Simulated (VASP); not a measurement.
Set up this calculation in VASP 6.6.1, as the native input.

```
Task                    : density of states
Functional              : PBE
Potentials or basis     : VASP PAW PBE potentials, release 64 (Si, B, W_sv)
Cutoff                  : 520 eV
k mesh                  : 14 × 14 × 6
Occupations             : gaussian, width 0.1 eV
Spin                    : no spin polarisation
Dipole correction       : no
k mesh for the DOS      : 21 × 21 × 9
Occupations for the DOS : tetrahedron
Further INCAR settings  : ALGO = Normal; EDIFF = 1e-07
```

SiB4W:

```
Si B W
1.0
     2.63490    0.00000    0.00000
     0.00000    2.63490    0.00000
     0.00000    0.00000    8.70938
Si B W
1 4 1
Direct
  0.00000 0.00000 0.50000
  0.00000 0.00000 0.73720
  0.00000 0.00000 0.26280
  0.50000 0.50000 0.81369
  0.50000 0.50000 0.18631
  0.00000 0.00000 0.00000
```

The input as run:

POSCAR

```
SiB4W
1.0
    2.6349030806      0.0000000000      0.0000000000
    0.0000000000      2.6349030806      0.0000000000
    0.0000000000      0.0000000000      8.7093824691
Si B W
1 4 1
Direct
    0.0000000000      0.0000000000      0.5000000000
    0.0000000000      0.0000000000      0.7372007011
    0.0000000000      0.0000000000      0.2627992989
    0.5000000000      0.5000000000      0.8136864247
    0.5000000000      0.5000000000      0.1863135753
    0.0000000000      0.0000000000      0.0000000000
```

INCAR.step1

```
  PREC = Accurate
  ENCUT = 520
  EDIFF = 1E-7
  ISMEAR = 0
  SIGMA = 0.1
  LREAL = False
  LASPH = True
  NELM = 100
  ALGO = Normal
  ISIF = 2
  LWAVE = False
  LCHARG = True
  LMAXMIX = 4
  GGA = PE
  NBANDS = 24
```

KPOINTS.step1

```
Automatic mesh
0
Gamma
  14 14 6
```

INCAR.step2

```
  PREC = Accurate
  ENCUT = 520
  EDIFF = 1E-7
  ISMEAR = -5
  SIGMA = 0.1
  LREAL = False
  LASPH = True
  NELM = 100
  ALGO = Normal
  ISIF = 2
  LWAVE = False
  LCHARG = False
  LMAXMIX = 4
  GGA = PE
  LORBIT = 11
  NEDOS = 1001
  ICHARG = 11
```

KPOINTS.step2

```
Automatic mesh
0
Gamma
  21 21 9
```

Potentials or basis: VASP PAW PBE potentials, release 64 (Si, B, W_sv).

Run with:

```sh
$ cat potpaw_PBE.64/Si/POTCAR potpaw_PBE.64/B/POTCAR potpaw_PBE.64/W_sv/POTCAR > POTCAR
$ cp INCAR.step1 INCAR
$ cp KPOINTS.step1 KPOINTS
$ mpirun -np 1 vasp_std > vasp.out
$ cp INCAR.step2 INCAR
$ cp KPOINTS.step2 KPOINTS
$ mpirun -np 1 vasp_std > vasp.out
```

Results of the run:

```yaml
Valence_electrons_inside_the_program's_atomic_spheres: Si 1.62; B 1.76, 1.73; W 12.31
```

Caveat: the bands computed are all filled at some k points, so no gap is given; spin-orbit coupling is left out, which moves the levels of the heavy elements.

Run time: 3.9 min on 1 thread of Intel(R) Xeon(R) 6975P-C (Granite Rapids) (shared host), peak memory 0.47 GiB.
